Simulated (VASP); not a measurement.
# ScAl7N8 (P3m1) in VASP: notebook

The runs below take ScAl7N8 through single point, relaxation of cell and atoms, with PBE.

All numbers are computed with VASP 6.6.1; they aren't measurements. Logs are shortened: lines on timing, memory, paths and dates and some standing lists are left out, and cuts for length are marked.

### 1 The cell of the first run

It takes space group P3m1 (No. 156, trigonal). The conventional cell has a = 6.403 Å, b = 6.403 Å, c = 5.050 Å, α = 90.00°, β = 90.00°, γ = 120.00°. Al (site symmetry m) has 4 N at 1.90 to 1.93 Å within 2.5 Å. Al (site symmetry m) has 4 N at 1.89 to 1.95 Å within 2.5 Å. Al (site symmetry 3m) has 4 N at 1.93 to 1.94 Å within 2.6 Å. Sc (site symmetry 3m) has 4 N at 2.05 to 2.14 Å within 2.7 Å. Within 2.6 Å of N (site symmetry 3m) lie 3 Al at 1.93 Å and 1 Sc at 2.14 Å. N (site symmetry m) has 3 Al at 1.89 to 1.90 Å and 1 Sc at 2.05 Å within 2.5 Å. N (site symmetry m) has 4 Al at 1.93 Å within 2.6 Å. N (site symmetry 3m) has 4 Al at 1.94 to 1.95 Å within 2.6 Å.

### 2 Single point, PBE

File INCAR:

```
PREC = Accurate
ENCUT = 520
EDIFF = 1E-7
ISMEAR = 0
SIGMA = 0.01
LREAL = Auto
LASPH = True
NELM = 80
ALGO = Normal
ISIF = 2
LWAVE = False
LCHARG = False
GGA = PE
NBANDS = 94
```

File KPOINTS:

```
regular mesh
0
Gamma
  4 4 3
```

File POSCAR:

```
ScAl7N8
1.0
    6.4026809034      0.0000000000      0.0000000000
   -3.2013404517      5.5448843147      0.0000000000
    0.0000000000      0.0000000000     10.0998718071
Al Sc N
14 2 16
Direct
    0.3364981203      0.1635018797      0.2505704854
    0.3364981203      0.1635018797      0.7505704854
    0.1682529375      0.8341264687     -0.0007858122
    0.3364981203      0.6729962405      0.2505704854
    0.1682529375      0.8341264687      0.4992141878
    0.3364981203      0.6729962405      0.7505704854
    0.6658735313      0.3317470625     -0.0007858122
    0.8270037595      0.1635018797      0.2505704854
    0.6658735313      0.3317470625      0.4992141878
    0.8270037595      0.1635018797      0.7505704854
    0.6658735313      0.8341264687     -0.0007858122
    0.8333333333      0.6666666667      0.2488444448
    0.6658735313      0.8341264687      0.4992141878
    0.8333333333      0.6666666667      0.7488444448
    0.1666666667      0.3333333333     -0.0045743071
    0.1666666667      0.3333333333      0.4954256929
    0.1666666667      0.3333333333      0.2074215893
    0.3439254702      0.1560745298      0.4387276846
    0.1666666667      0.3333333333      0.7074215893
    0.3439254702      0.1560745298      0.9387276846
    0.1654064332      0.8327032166      0.1899900390
    0.3439254702      0.6878509404      0.4387276846
    0.1654064332      0.8327032166      0.6899900390
    0.3439254702      0.6878509404      0.9387276846
    0.6672967834      0.3345935668      0.1899900390
    0.8121490596      0.1560745298      0.4387276846
    0.6672967834      0.3345935668      0.6899900390
    0.8121490596      0.1560745298      0.9387276846
    0.6672967834      0.8327032166      0.1899900390
    0.8333333333      0.6666666667      0.4408010827
    0.6672967834      0.8327032166      0.6899900390
    0.8333333333      0.6666666667      0.9408010827
```

Potentials or basis: VASP PAW PBE potentials, release 64 (Al, Sc_sv, N).

Command:

```bash
$ cat potpaw_PBE.64/Al/POTCAR potpaw_PBE.64/Sc_sv/POTCAR potpaw_PBE.64/N/POTCAR > POTCAR
$ mpirun -np 1 vasp_std > vasp.out
```

OUTCAR:

```text
PREC = Accurate
   ENCUT = 520
   EDIFF = 1E-7
   ISMEAR = 0
   LREAL = Auto
   LASPH = True
   NELM = 80
   ISIF = 2
   GGA = PE

 ion  position               nearest neighbor table
   1  0.336  0.164  0.251-  18 1.90  17 1.93  25 1.93  21 1.93   9 3.11   5 3.11  16 3.11   7 3.13
                             3 3.13   8 3.14   4 3.14  15 3.19  12 3.20  12 3.20   8 3.26   4 3.26
   2  0.336  0.164  0.751-  20 1.90  19 1.93  27 1.93  23 1.93   7 3.11   3 3.11  15 3.11   9 3.13
                             5 3.13  10 3.14   6 3.14  16 3.19  14 3.20  14 3.20  10 3.26   6 3.26
   3  0.168  0.834  0.999-  24 1.89  20 1.89  21 1.93  32 1.95   6 3.11   2 3.11   4 3.13   1 3.13
                            12 3.13  14 3.14  11 3.19   7 3.19  15 3.20  15 3.20  11 3.22   7 3.22
   4  0.336  0.673  0.251-  22 1.90  17 1.93  29 1.93  21 1.93   5 3.11  13 3.11  16 3.11   3 3.13
                            11 3.13   8 3.14   1 3.14  15 3.19  12 3.20  12 3.20   1 3.26   8 3.26
   5  0.168  0.834  0.499-  22 1.89  18 1.89  23 1.93  30 1.95   4 3.11   1 3.11   6 3.13   2 3.13
                            14 3.13  12 3.14  13 3.19   9 3.19  16 3.20  16 3.20  13 3.22   9 3.22
   6  0.336  0.673  0.751-  24 1.90  19 1.93  31 1.93  23 1.93   3 3.11  11 3.11  15 3.11  13 3.13
                             5 3.13  10 3.14   2 3.14  16 3.19  14 3.20  14 3.20   2 3.26  10 3.26
   7  0.666  0.332  0.999-  28 1.89  20 1.89  25 1.93  32 1.95   2 3.11  10 3.11   8 3.13   1 3.13
                            12 3.13  14 3.14   3 3.19  11 3.19  15 3.20  15 3.20  11 3.22   3 3.22
   8  0.827  0.164  0.251-  26 1.90  17 1.93  29 1.93  25 1.93   9 3.11  13 3.11  16 3.11   7 3.13
                            11 3.13   1 3.14   4 3.14  15 3.19  12 3.20  12 3.20   1 3.26   4 3.26
   9  0.666  0.332  0.499-  26 1.89  18 1.89  27 1.93  30 1.95   1 3.11   8 3.11   2 3.13  10 3.13
[... 38 lines left out ...]
 A1 = (   6.4026809034,   0.0000000000,   0.0000000000)
 A2 = (  -3.2013404517,   5.5448843147,   0.0000000000)
 A3 = (   0.0000000000,   0.0000000000,  10.0998718071)

Analysis of symmetry for initial positions (statically):
=====================================================================
 Subroutine PRICEL returns following result:

  LATTYP: Found a hexagonal cell.
 ALAT       =     6.4026809034
 C/A-ratio  =     0.7887220962

  Lattice vectors:

 A1 = (   6.4026809034,   0.0000000000,   0.0000000000)
 A2 = (  -3.2013404517,   5.5448843147,   0.0000000000)
 A3 = (   0.0000000000,   0.0000000000,   5.0499359035)

   2 primitive cells build up your supercell.

 Routine SETGRP: Setting up the symmetry group for a
 hexagonal supercell.

 Subroutine GETGRP returns: Found  6 space group operations
 (whereof  2 operations were pure point group operations)
 out of a pool of 24 trial point group operations.

The static configuration has the point symmetry C_1h.
 The point group associated with its full space group is C_3v.
[... 149 lines left out ...]
   NUPDOWN=      -1.0000    fix difference up-down
   EMIN   =  10.00;   EMAX   =-10.00  energy-range for DOS
   EFERMI =   0.00;   METHOD = LEGACY
   ISMEAR =     0;   SIGMA  =   0.01  broadening in eV -4-tet -1-fermi 0-gaus
   EFERMI_NEDOS =   21; number of points for ismear=-14 and -15
   IALGO  =     38    algorithm
   IMIX   =      4    mixing-type and parameters
     AMIX     =   0.40;   BMIX     =  1.00
     AMIX_MAG =   1.60;   BMIX_MAG =  1.00
  volume/ion in A,a.u.               =      11.21        75.62
  Fermi-wavevector in a.u.,A,eV,Ry     =   1.207829  2.282467 19.848884  1.458852
  Thomas-Fermi vector in A             =   2.343455
   LORBIT       =      0    0 simple, 1 ext, 2 COOP (PROOUT), +10 PAW based schemes
   GGA     = PE    functional components
   LHFCALC =     F    Hartree Fock is set to
   AEXX    =    0.0000 exact exchange contribution
   IVDW    =     0    specifies the selected vdW correction
   LEPSILON=     F    determine dielectric tensor
   LRPA    =     F    only Hartree local field effects (RPA)
 non-spin polarized calculation
 Gauss-broadening in eV      SIGMA  =   0.01
  energy-cutoff  :      520.00
  volume of cell :      358.57
 maximum number of plane-waves:      9673
 NGX is ok and might be reduce to    48
   NGX = 23   NGY = 23   NGZ = 37

 number of electron     144.0000021 magnetization

 Free energy of the ion-electron system (eV)
  ---------------------------------------------------
  ext. energy  EPLUGINS =         0.00000000
  ---------------------------------------------------
  free energy    TOTEN  =      -243.03701135 eV

  energy without entropy =     -243.03701135  energy(sigma->0) =     -243.03701135

 E-fermi :   5.3876     XC(G=0): -10.7383

 val. band max:        5.3249476583   @ k =   0.0000   0.0000   0.0000
 cond. band min:       9.1009694294   @ k =   0.0000   0.0000   0.0000
 fundamental gap:      3.7760217711
 Fermi energy:         5.3876265717

 k-point     1 :       0.0000    0.0000    0.0000
  band No.  band energies     occupation
      1     -41.5242      2.00000
      2     -41.5242      2.00000
      3     -20.3162      2.00000
      4     -20.3162      2.00000
      5     -20.3156      2.00000
      6     -20.3156      2.00000
[... 772 lines left out ...]
     83      11.2111      0.00000
     84      11.5405      0.00000
 [bands above 84 left out]

------------------------ aborting loop because EDIFF is reached ----------------------------------------

  FORCE on cell =-STRESS in cart. coord.  units (eV):
  Direction    XX          YY          ZZ          XY          YZ          ZX
  --------------------------------------------------------------------------------------
  -------------------------------------------------------------------------------------
  Total       -5.3626673     -5.3626673     -2.5752360      0.0000000     -0.0000000      0.0000000
  in kB      -23.9618986    -23.9618986    -11.5068753      0.0000000     -0.0000000      0.0000000
  external PRESSURE =     -19.8102242 kB  Pullay stress =       0.0000000 kB

 VOLUME and BASIS-vectors are now :
 -----------------------------------------------------------------------------
  energy-cutoff  :      520.00
  volume of cell :      358.57
      direct lattice vectors                 reciprocal lattice vectors
     6.402680903  0.000000000  0.000000000     0.156184576  0.090173207  0.000000000
    -3.201340452  5.544884315  0.000000000     0.000000000  0.180346414  0.000000000
     0.000000000  0.000000000 10.099871807     0.000000000  0.000000000  0.099011158

 POSITION                                       TOTAL-FORCE (eV/Angst)
 -----------------------------------------------------------------------------------
      1.63106      0.90660      2.53073        -0.001743      0.001007      0.002313
      1.63106      0.90660      7.58067        -0.001743      0.001007      0.002313
     -1.59305      4.62513     10.09194         0.003573      0.002063     -0.003264
      0.00000      3.73169      2.53073         0.000000     -0.002013      0.002313
     -1.59305      4.62513      5.04200         0.003573      0.002063     -0.003264
      0.00000      3.73169      7.58067         0.000000     -0.002013      0.002313
[... 24 lines left out ...]
      1.60672      4.61724      6.96881         0.001344     -0.000776     -0.001278
      3.20134      3.69659      9.50197         0.000000     -0.000000      0.002943
 -----------------------------------------------------------------------------------
    total drift:                                0.000003     -0.000003     -0.013080

  FREE ENERGIE OF THE ION-ELECTRON SYSTEM (eV)
  ---------------------------------------------------
  free  energy   TOTEN  =      -243.0370113465 eV

  energy  without entropy=     -243.0370113465  energy(sigma->0) =     -243.03701135
```

stdout:

```text
POSCAR found type information on POSCAR AlScN
 POSCAR found :  3 types and      32 ions
 scaLAPACK will be used
 LDA part: xc-table for (Slater+PW92), standard interpolation
 POSCAR, INCAR and KPOINTS ok, starting setup
 FFT: planning ... GRIDC
 FFT: planning ... GRID_SOFT
 FFT: planning ... GRID
 WAVECAR not read
 entering main loop
```

Run time: 15 min. Hardware: 1 thread of Intel Xeon Platinum 8375C at 2.90GHz (Ice Lake), shared host; peak memory 0.53 GiB.

Results:

- Free energy: -243.0370 eV
- Pressure: -2.0 GPa
- Largest force: 0.067 eV/Å
- Band gap on the k mesh: 3.78 eV

Forces on the atoms (eV/Å):
```
Al  -0.002  0.001  0.002
Al  -0.002  0.001  0.002
Al   0.004  0.002 -0.003
Al   0.000 -0.002  0.002
Al   0.004  0.002 -0.003
Al   0.000 -0.002  0.002
Al   0.000 -0.004 -0.003
Al   0.002  0.001  0.002
Al   0.000 -0.004 -0.003
Al   0.002  0.001  0.002
Al  -0.004  0.002 -0.003
Al   0.000  0.000  0.002
Al  -0.004  0.002 -0.003
Al   0.000  0.000  0.002
Sc   0.000  0.000  0.017
Sc   0.000  0.000  0.017
N    0.000  0.000  0.043
N    0.055 -0.032 -0.019
N    0.000  0.000  0.043
N    0.055 -0.032 -0.019
N   -0.001 -0.001 -0.001
N    0.000  0.064 -0.019
N   -0.001 -0.001 -0.001
N    0.000  0.064 -0.019
N    0.000  0.002 -0.001
N   -0.055 -0.032 -0.019
N    0.000  0.002 -0.001
N   -0.055 -0.032 -0.019
N    0.001 -0.001 -0.001
N    0.000  0.000  0.003
N    0.001 -0.001 -0.001
N    0.000  0.000  0.003
```

Levels at points of the mesh, in eV from the valence-band top:
| k point | band 70 | band 71 | band 72 | band 73 | band 74 | band 75 |
| --- | --- | --- | --- | --- | --- | --- |
| (0.00, 0.00, 0.00) | -0.32 | -0.32 | 0.00 | 3.78 | 4.48 | 4.48 |
| (0.50, 0.00, 0.00) | -0.17 | -0.16 | -0.13 | 4.45 | 4.73 | 4.78 |

A k mesh can miss the band edges.

(Continued in part 2 of 2.)
